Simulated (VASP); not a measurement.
# BAs (F-43m) in VASP: notebook

Runs on BAs. Level: PBE. Tasks: single point.

Program: VASP 6.6.1. These are calculated values, not measurements. Logs are shortened: lines on timing, memory, paths and dates and some standing lists are left out, and cuts for length are marked.

### 1 The cell of the first run

Symmetry: F-43m, No. 216, cubic system. Conventional cell: a = 4.809 Å, b = 4.809 Å, c = 4.809 Å, α = 90.00°, β = 90.00°, γ = 90.00°. Within 2.8 Å of B (site symmetry -43m) lie 4 As at 2.08 Å. As (site symmetry -43m) has 4 B at 2.08 Å within 2.8 Å.

### 2 Single point, PBE

INCAR

```
ALGO = Normal
EDIFF = 1E-6
ENCUT = 520
GGA = PE
ISIF = 2
ISMEAR = 0
LASPH = True
LCHARG = True
LELF = True
LREAL = False
LVHAR = True
LWAVE = False
NBANDS = 11
NELM = 80
PREC = Accurate
SIGMA = 0.05
```

KPOINTS

```
k-points
0
Gamma
  12 12 12
```

POSCAR

```
BAs
1.0
    0.0000000000      2.4044111611      2.4044111611
    2.4044111611      0.0000000000      2.4044111611
    2.4044111611      2.4044111611      0.0000000000
B As
1 1
Direct
    0.0000000000      0.0000000000      0.0000000000
    0.7500000000      0.7500000000      0.7500000000
```

Potentials or basis: VASP PAW PBE potentials, release 64 (B, As).

Started as:

```console
cat potpaw_PBE.64/B/POTCAR potpaw_PBE.64/As/POTCAR > POTCAR
mpirun -np 1 vasp_std > vasp.out
```

OUTCAR:

```text
EDIFF = 1E-6
   ENCUT = 520
   GGA = PE
   ISIF = 2
   ISMEAR = 0
   LASPH = True
   LREAL = False
   NELM = 80
   PREC = Accurate

 ion  position               nearest neighbor table
   1  0.000  0.000  0.000-   2 2.08   2 2.08   2 2.08   2 2.08
   2  0.750  0.750  0.750-   1 2.08   1 2.08   1 2.08   1 2.08

  LATTYP: Found a face centered cubic cell.
 ALAT       =     4.8088223222

  Lattice vectors:

 A1 = (   0.0000000000,   2.4044111611,   2.4044111611)
 A2 = (   2.4044111611,   0.0000000000,   2.4044111611)
 A3 = (   2.4044111611,   2.4044111611,   0.0000000000)

Analysis of symmetry for initial positions (statically):
=====================================================================
 Subroutine PRICEL returns:
 Original cell was already a primitive cell.

 Routine SETGRP: Setting up the symmetry group for a
 face centered cubic supercell.

 Subroutine GETGRP returns: Found 24 space group operations
 (whereof 24 operations were pure point group operations)
 out of a pool of 48 trial point group operations.

The static configuration has the point symmetry T_d .

Analysis of symmetry for dynamics (positions and initial velocities):
=====================================================================
 Subroutine PRICEL returns:
 Original cell was already a primitive cell.

 Routine SETGRP: Setting up the symmetry group for a
 face centered cubic supercell.

 Subroutine GETGRP returns: Found 24 space group operations
 (whereof 24 operations were pure point group operations)
 out of a pool of 48 trial point group operations.

The dynamic configuration has the point symmetry T_d .

 Subroutine INISYM returns: Found 24 space group operations
 (whereof 24 operations are pure point group operations),
 and found     1 'primitive' translations

----------------------------------------------------------------------------------------

                                     Primitive cell

  volume of cell :      27.8007

  direct lattice vectors                    reciprocal lattice vectors
     0.000000000  2.404411161  2.404411161    -0.207951123  0.207951123  0.207951123
     2.404411161  0.000000000  2.404411161     0.207951123 -0.207951123  0.207951123
     2.404411161  2.404411161  0.000000000     0.207951123  0.207951123 -0.207951123

  length of vectors
     3.400350874  3.400350874  3.400350874     0.360181910  0.360181910  0.360181910

  position of ions in fractional coordinates (direct lattice)
     0.000000000  0.000000000  0.000000000
     0.750000000  0.750000000  0.750000000

  ion indices of the primitive-cell ions
   primitive index   ion index
                 1           1
                 2           2

----------------------------------------------------------------------------------------

 KPOINTS: k-points

Automatic generation of k-mesh.
 Grid dimensions read from file:
 generate k-points for:   12   12   12

 Generating k-lattice:

  Cartesian coordinates                     Fractional coordinates (reciprocal lattice)
    -0.017329260  0.017329260  0.017329260     0.083333333  0.000000000  0.000000000
     0.017329260 -0.017329260  0.017329260     0.000000000  0.083333333  0.000000000
     0.017329260  0.017329260 -0.017329260     0.000000000  0.000000000  0.083333333

  Length of vectors
     0.030015159  0.030015159  0.030015159

  Shift w.r.t. Gamma in fractional coordinates (k-lattice)
     0.000000000  0.000000000  0.000000000

 Subroutine IBZKPT returns following result:
 ===========================================

 Found     72 irreducible k-points:

 Following reciprocal coordinates:
            Coordinates               Weight
  0.000000  0.000000  0.000000      1.000000
  0.083333  0.000000  0.000000      8.000000
  0.166667  0.000000  0.000000      8.000000
  0.250000  0.000000  0.000000      8.000000
  0.333333  0.000000  0.000000      8.000000
  0.416667  0.000000  0.000000      8.000000
[... 16 lines left out ...]
  0.500000  0.166667  0.000000     24.000000
 -0.416667  0.166667  0.000000     24.000000
 [... further k-points ...]
   k-points           NKPTS =     72   k-points in BZ     NKDIM =     72   number of bands    NBANDS=     11
   number of dos      NEDOS =    301   number of ions     NIONS =      2
   total plane-waves  NPLWV =  21952
   dimension x,y,z NGX =    28 NGY =   28 NGZ =   28
   dimension x,y,z NGXF=    56 NGYF=   56 NGZF=   56
   ions per type =               1   1
   NGX,Y,Z   is equivalent  to a cutoff of  13.69, 13.69, 13.69 a.u.
   NGXF,Y,Z  is equivalent  to a cutoff of  27.38, 27.38, 27.38 a.u.
 SYSTEM =  unknown system
   PREC   = accura    normal or accurate (medium, high low for compatibility)
   ISTART =      0    job   : 0-new  1-cont  2-samecut
   ICHARG =      2    charge: 1-file 2-atom 10-const
   ISPIN  =      1    spin polarized calculation?
   LNONCOLLINEAR =      F non collinear calculations
   LSORBIT =      F    spin-orbit coupling
   LASPH  =      T    aspherical Exc in radial PAW
   ENCUT  =  520.0 eV  38.22 Ry    6.18 a.u.   6.32  6.32  6.32*2*pi/ulx,y,z
   NELM   =     80;   NELMIN=  2; NELMDL= -5     # of ELM steps
   EDIFF  = 0.1E-05   stopping-criterion for ELM
   LREAL  =      F    real-space projection
   EDIFFG = 0.1E-04   stopping-criterion for IOM
   NSW    =      0    number of steps for IOM
   IBRION =     -1    ionic relax: 0-MD 1-quasi-New 2-CG
   NFREE  =      0    steps in history (QN), initial steepest desc. (CG)
   ISIF   =      2    stress and relaxation
   ISYM   =      2    0-nonsym 1-usesym 2-fastsym
   POTIM  = 0.5000    time-step for ionic-motion
   TEBEG  =    0.0;   TEEND  =   0.0 temperature during run
   PSTRESS=    0.0 pullay stress
   NELECT =       8.0000    total number of electrons
   NUPDOWN=      -1.0000    fix difference up-down
   EMIN   =  10.00;   EMAX   =-10.00  energy-range for DOS
   EFERMI =   0.00;   METHOD = LEGACY
   ISMEAR =     0;   SIGMA  =   0.05  broadening in eV -4-tet -1-fermi 0-gaus
   EFERMI_NEDOS =   21; number of points for ismear=-14 and -15
   IALGO  =     38    algorithm
   IMIX   =      4    mixing-type and parameters
     AMIX     =   0.40;   BMIX     =  1.00
     AMIX_MAG =   1.60;   BMIX_MAG =  1.00
  volume/ion in A,a.u.               =      13.90        93.80
  Fermi-wavevector in a.u.,A,eV,Ry     =   1.080818  2.042451 15.893898  1.168169
  Thomas-Fermi vector in A             =   2.216819
   LORBIT       =      0    0 simple, 1 ext, 2 COOP (PROOUT), +10 PAW based schemes
   GGA     = PE    functional components
   LHFCALC =     F    Hartree Fock is set to
   AEXX    =    0.0000 exact exchange contribution
   IVDW    =     0    specifies the selected vdW correction
   LEPSILON=     F    determine dielectric tensor
   LRPA    =     F    only Hartree local field effects (RPA)
 non-spin polarized calculation
 Gauss-broadening in eV      SIGMA  =   0.05
  energy-cutoff  :      520.00
  volume of cell :       27.80
 maximum number of plane-waves:       760
 NGX is ok and might be reduce to    28
   NGX = 13   NGY = 13   NGZ = 13

 number of electron       8.0000000 magnetization

 Free energy of the ion-electron system (eV)
  ---------------------------------------------------
  ext. energy  EPLUGINS =         0.00000000
  ---------------------------------------------------
  free energy    TOTEN  =       -11.41372414 eV

  energy without entropy =      -11.41372414  energy(sigma->0) =      -11.41372414

 E-fermi :   6.1571     XC(G=0): -10.4982

 val. band max:        5.9081689012   @ k =   0.0000   0.0000   0.0000
 cond. band min:       7.1121692622   @ k =   0.4167   0.4167   0.0000
 fundamental gap:      1.2040003610
 Fermi energy:         6.1571182709

 k-point     1 :       0.0000    0.0000    0.0000
  band No.  band energies     occupation
      1      -9.3128      2.00000
      2       5.9082      2.00000
      3       5.9082      2.00000
      4       5.9082      2.00000
      5       9.1600      0.00000
      6       9.1600      0.00000
      7       9.1600      0.00000
      8      10.3430      0.00000
      9      15.3953      0.00000
     10      18.7787      0.00000
     11      18.7787      0.00000

 k-point     2 :       0.0833    0.0000    0.0000
  band No.  band energies     occupation
      1      -9.2007      2.00000
      2       4.8770      2.00000
      3       5.6945      2.00000
      4       5.6945      2.00000
      5       9.2744      0.00000
      6       9.4414      0.00000
      7       9.4414      0.00000
      8      11.0051      0.00000
      9      15.8462      0.00000
     10      17.9338      0.00000
     11      17.9338      0.00000

 k-point     3 :       0.1667    0.0000    0.0000
  band No.  band energies     occupation
      1      -8.8684      2.00000
      2       2.9818      2.00000
      3       5.2411      2.00000
      4       5.2411      2.00000
      5       9.1170      0.00000
      6      10.0299      0.00000
      7      10.0299      0.00000
      8      12.3823      0.00000
      9      16.7930      0.00000
     10      17.1523      0.00000
     11      17.1523      0.00000

 k-point     4 :       0.2500    0.0000    0.0000
  band No.  band energies     occupation
      1      -8.3307      2.00000
      2       1.0316      2.00000
      3       4.7821      2.00000
      4       4.7821      2.00000
      5       8.8694      0.00000
      6      10.5161      0.00000
      7      10.5161      0.00000
      8      13.6650      0.00000
      9      17.0856      0.00000
     10      17.0856      0.00000
     11      17.0989      0.00000
[... 239 lines left out ...]
 k-point    22 :       0.4167    0.1667    0.0000
  band No.  band energies     occupation
      1      -7.0054      2.00000
      2      -1.0561      2.00000
      3       2.7572      2.00000
      4       3.3114      2.00000
      5       8.8145      0.00000
      6      11.3468      0.00000
      7      12.4915      0.00000
      8      12.8648      0.00000
      9      17.5623      0.00000
     10      19.6066      0.00000
     11      20.5713      0.00000

 k-point    23 :       0.5000    0.1667    0.0000
  band No.  band energies     occupation
      1      -6.3448      2.00000
      2      -2.1766      2.00000
      3       2.3064      2.00000
      4       3.3700      2.00000
      5       8.9184      0.00000
      6      11.3574      0.00000
      7      12.2184      0.00000
      8      14.1080      0.00000
      9      17.5144      0.00000
     10      20.2055      0.00000
     11      20.4828      0.00000

 k-point    24 :      -0.4167    0.1667    0.0000
  band No.  band energies     occupation
      1      -6.2215      2.00000
      2      -2.3589      2.00000
      3       2.0173      2.00000
      4       3.6121      2.00000
      5       9.1026      0.00000
      6      11.3651      0.00000
      7      11.8973      0.00000
      8      15.0158      0.00000
      9      17.3560      0.00000
     10      18.7048      0.00000
     11      20.2521      0.00000

 [... further k-points ...]
[... 5 lines left out ...]
  --------------------------------------------------------------------------------------
  -------------------------------------------------------------------------------------
  Total        0.1097464      0.1097464      0.1097464     -0.0000000      0.0000000     -0.0000000
  in kB        6.3247706      6.3247706      6.3247706     -0.0000000      0.0000000     -0.0000000
  external PRESSURE =       6.3247706 kB  Pullay stress =       0.0000000 kB

 VOLUME and BASIS-vectors are now :
 -----------------------------------------------------------------------------
  energy-cutoff  :      520.00
  volume of cell :       27.80
      direct lattice vectors                 reciprocal lattice vectors
     0.000000000  2.404411161  2.404411161    -0.207951123  0.207951123  0.207951123
     2.404411161  0.000000000  2.404411161     0.207951123 -0.207951123  0.207951123
     2.404411161  2.404411161  0.000000000     0.207951123  0.207951123 -0.207951123

 POSITION                                       TOTAL-FORCE (eV/Angst)
 -----------------------------------------------------------------------------------
      0.00000      0.00000      0.00000        -0.000000     -0.000000     -0.000000
      3.60662      3.60662      3.60662         0.000000      0.000000      0.000000
 -----------------------------------------------------------------------------------
    total drift:                                0.000000      0.000000      0.000000

  FREE ENERGIE OF THE ION-ELECTRON SYSTEM (eV)
  ---------------------------------------------------
  free  energy   TOTEN  =       -11.4137241363 eV

  energy  without entropy=      -11.4137241363  energy(sigma->0) =      -11.41372414
```

Wall time 22 s (1 thread of Intel Xeon Platinum 8488C (Sapphire Rapids), shared host); peak memory 0.16 GiB.

Results:

- Free energy: -11.4137 eV
- Pressure: 0.6 GPa
- Band gap on the k mesh: 1.20 eV, indirect (least direct gap 3.25 eV)

Levels at points of the mesh, in eV from the valence-band top:
```csv
k point,band 1,band 2,band 3,band 4,band 5,band 6,band 7,band 8
"(0.00, 0.00, 0.00)",-15.22,0.00,0.00,0.00,3.25,3.25,3.25,4.43
"(0.50, 0.00, 0.00)",-12.42,-8.64,-1.79,-1.79,2.58,4.76,4.76,8.82
"(0.50, 0.50, 0.00)",-11.14,-8.42,-4.00,-4.00,1.45,1.46,11.18,11.18
```

### 3 Single point, PBE (volume scaled by 0.97)

INCAR

```
  ALGO = Normal
  EDIFF = 1E-6
  ENCUT = 520
  GGA = PE
  ISIF = 2
  ISMEAR = 0
  LASPH = T
  LCHARG = T
  LELF = T
  LREAL = F
  LVHAR = T
  LWAVE = F
  NBANDS = 11
  NELM = 80
  PREC = Accurate
  SIGMA = 0.02
```

KPOINTS

```
k-points
0
Gamma
  10 10 10
```

POSCAR

```
BAs
1.0
    0.0000000000      2.3801225242      2.3801225242
    2.3801225242      0.0000000000      2.3801225242
    2.3801225242      2.3801225242      0.0000000000
B As
1 1
Direct
    0.0000000000      0.0000000000      0.0000000000
    0.2500000000      0.2500000000      0.2500000000
```

Potentials or basis: VASP PAW PBE potentials, release 64 (B, As).

Started as:

```console
cat potpaw_PBE.64/B/POTCAR potpaw_PBE.64/As/POTCAR > POTCAR
mpirun -np 1 vasp_std > vasp.out
```

Run time: 16 s. Hardware: 1 thread of Intel Xeon Platinum 8259CL at 2.50GHz (Skylake/Cascade Lake), shared host; peak memory 0.16 GiB.

It converged, with:

| Quantity | Value |
| --- | --- |
| Free energy | -11.3988 eV |
| Pressure | 5.0 GPa |
| Band gap on the k mesh | 1.16 eV, indirect (least direct gap 3.29 eV) |

Levels at points of the mesh, in eV from the valence-band top:
```tsv
k point	band 1	band 2	band 3	band 4	band 5	band 6	band 7	band 8	band 9
(0.00, 0.00, 0.00)	-15.50	0.00	0.00	0.00	3.29	3.29	3.29	4.82	9.63
(0.50, 0.00, 0.00)	-12.59	-8.87	-1.84	-1.84	2.75	4.79	4.79	8.89	12.79
(0.50, 0.50, 0.00)	-11.25	-8.59	-4.12	-4.12	1.41	1.43	11.47	11.47	12.96
```

### 4 Single point, PBE (volume scaled by 0.94)

INCAR

```
SYSTEM = BAs
ALGO = Normal
EDIFF = 1E-7
ENCUT = 520
GGA = PE
ISIF = 2
ISMEAR = 0
LASPH = .TRUE.
LCHARG = .FALSE.
LREAL = .FALSE.
LWAVE = .FALSE.
NBANDS = 11
NELM = 60
PREC = Accurate
SIGMA = 0.02
```

KPOINTS

```
k-points
0
G
  10 10 10
  0 0 0
```

POSCAR

```
BAs
1.0
    0.0000000000      2.3553277781      2.3553277781
    2.3553277781      0.0000000000      2.3553277781
    2.3553277781      2.3553277781      0.0000000000
B As
1 1
Direct
    0.0000000000      0.0000000000      0.0000000000
    0.2500000000      0.2500000000      0.2500000000
```

Started as:

```console
cat potpaw_PBE.64/B/POTCAR potpaw_PBE.64/As/POTCAR > POTCAR
mpirun -np 1 vasp_std > vasp.out
```

It took 16 s on 1 thread of Intel Xeon Platinum 8259CL at 2.50GHz (Skylake/Cascade Lake), shared host; peak memory 0.16 GiB.

It converged, with:

* Free energy: -11.3597 eV
* Pressure: 10.1 GPa
* Band gap on the k mesh: 1.13 eV, indirect (least direct gap 3.33 eV)

Levels at points of the mesh, in eV from the valence-band top:
```
           k point  band 1  band 2  band 3  band 4  band 5  band 6  band 7  band 8  band 9
(0.00, 0.00, 0.00)  -15.79    0.00    0.00    0.00    3.33    3.33    3.33    5.23    9.79
(0.50, 0.00, 0.00)  -12.76   -9.10   -1.89   -1.89    2.94    4.83    4.83    8.94   13.03
(0.50, 0.50, 0.00)  -11.38   -8.77   -4.26   -4.26    1.37    1.40   11.77   11.77   13.25
```

### 5 Single point, PBE

INCAR

```
PREC     = Accurate       # precision mode
ENCUT    = 520            # plane-wave cutoff, eV
EDIFF    = 1E-6           # SCF threshold, eV
ISMEAR   = 0              # smearing method
SIGMA    = 0.02           # smearing width, eV
LREAL    = False          # projectors in reciprocal space
LASPH    = True           # aspherical terms in the spheres
NELM     = 80             # most SCF steps
ALGO     = Normal         # electronic algorithm
ISIF     = 2              # what is computed and relaxed
LWAVE    = False          # write WAVECAR
LCHARG   = True           # write CHGCAR
GGA      = PE             # functional
LELF     = True           # ELF
LVHAR    = True         
NBANDS   = 11             # bands
```

KPOINTS

```
Automatic mesh
0
Gamma
  10 10 10
```

POSCAR

```
BAs
1.0
    0.0000000000      2.4044111663      2.4044111663
    2.4044111663      0.0000000000      2.4044111663
    2.4044111663      2.4044111663      0.0000000000
B As
1 1
Direct
    0.0000000000      0.0000000000      0.0000000000
    0.2500000000      0.2500000000      0.2500000000
```

Started as:

```console
cat potpaw_PBE.64/B/POTCAR potpaw_PBE.64/As/POTCAR > POTCAR
mpirun -np 1 vasp_std > vasp.out
```

Run time: 14 s. Hardware: 1 thread of Intel Xeon Platinum 8259CL at 2.50GHz (Skylake/Cascade Lake), shared host; peak memory 0.16 GiB.

Results (log left out):

- Free energy: -11.4134 eV
- Pressure: 0.6 GPa
- Band gap on the k mesh: 1.20 eV, indirect (least direct gap 3.25 eV)

Levels at points of the mesh, in eV from the valence-band top:
```
           k point  band 1  band 2  band 3  band 4  band 5  band 6  band 7  band 8  band 9
(0.00, 0.00, 0.00)  -15.22    0.00    0.00    0.00    3.25    3.25    3.25    4.43    9.49
(0.50, 0.00, 0.00)  -12.42   -8.64   -1.79   -1.79    2.58    4.76    4.76    8.82   12.57
(0.50, 0.50, 0.00)  -11.14   -8.42   -4.00   -4.00    1.45    1.46   11.18   11.18   12.69
```

A k mesh can miss the band edges. A hybrid or GW would open this gap; PBE tends to underestimate it.

### 6 Single point, PBE (volume scaled by 1.03)

INCAR

```
PREC = Accurate ; ENCUT = 520
EDIFF = 1E-7 ; ISMEAR = 0
SIGMA = 0.02 ; LREAL = False
LASPH = True ; NELM = 100
ALGO = Normal ; ISIF = 2
LWAVE = False ; LCHARG = False
GGA = PE ; NBANDS = 11
```

KPOINTS

```
regular mesh
0
Gamma
  10 10 10
```

POSCAR

```
BAs
1.0
    0.0000000000      2.4282187657      2.4282187657
    2.4282187657      0.0000000000      2.4282187657
    2.4282187657      2.4282187657      0.0000000000
B As
1 1
Direct
    0.0000000000      0.0000000000      0.0000000000
    0.2500000000      0.2500000000      0.2500000000
```

Potentials or basis: VASP PAW PBE potentials, release 64 (B, As).

Started as:

```console
cat potpaw_PBE.64/B/POTCAR potpaw_PBE.64/As/POTCAR > POTCAR
mpirun -np 1 vasp_std > vasp.out
```

Wall time 15 s (1 thread of Intel Xeon Platinum 8259CL at 2.50GHz (Skylake/Cascade Lake), shared host); peak memory 0.16 GiB.

The run converged. Its results:

- Free energy: -11.4069 eV
- Pressure: -3.1 GPa
- Band gap on the k mesh: 1.23 eV, indirect (least direct gap 3.22 eV)

Levels at points of the mesh, in eV from the valence-band top:
| k point | band 1 | band 2 | band 3 | band 4 | band 5 | band 6 | band 7 | band 8 |
| --- | --- | --- | --- | --- | --- | --- | --- | --- |
| (0.00, 0.00, 0.00) | -14.96 | 0.00 | 0.00 | 0.00 | 3.22 | 3.22 | 3.22 | 4.07 |
| (0.50, 0.00, 0.00) | -12.26 | -8.44 | -1.74 | -1.74 | 2.41 | 4.72 | 4.72 | 8.76 |
| (0.50, 0.50, 0.00) | -11.03 | -8.26 | -3.88 | -3.88 | 1.49 | 1.49 | 10.90 | 10.90 |

### 7 Overview

| cell | k mesh | smearing | gap on the mesh (eV) | pressure (GPa) |
| --- | --- | --- | --- | --- |
| a = 3.400 Å, angles 60.0°, 2 atoms | 12 × 12 × 12 | gaussian 0.05 eV | 1.20 | 0.6 |
| a = 3.366 Å, angles 60.0°, 2 atoms | 10 × 10 × 10 | gaussian 0.02 eV | 1.16 | 5.0 |
| a = 3.331 Å, angles 60.0°, 2 atoms | 10 × 10 × 10 | gaussian 0.02 eV | 1.13 | 10.1 |
| a = 3.400 Å, angles 60.0°, 2 atoms | 10 × 10 × 10 | gaussian 0.02 eV | 1.20 | 0.6 |
| a = 3.434 Å, angles 60.0°, 2 atoms | 10 × 10 × 10 | gaussian 0.02 eV | 1.23 | -3.1 |

Alike in all rows: task single point; level PBE; potentials or basis VASP PAW PBE potentials, release 64 (B, As); no spin polarisation; cutoff (eV) 520.

Total energies depend on the potentials used, so only differences within one code and one set of settings carry meaning.
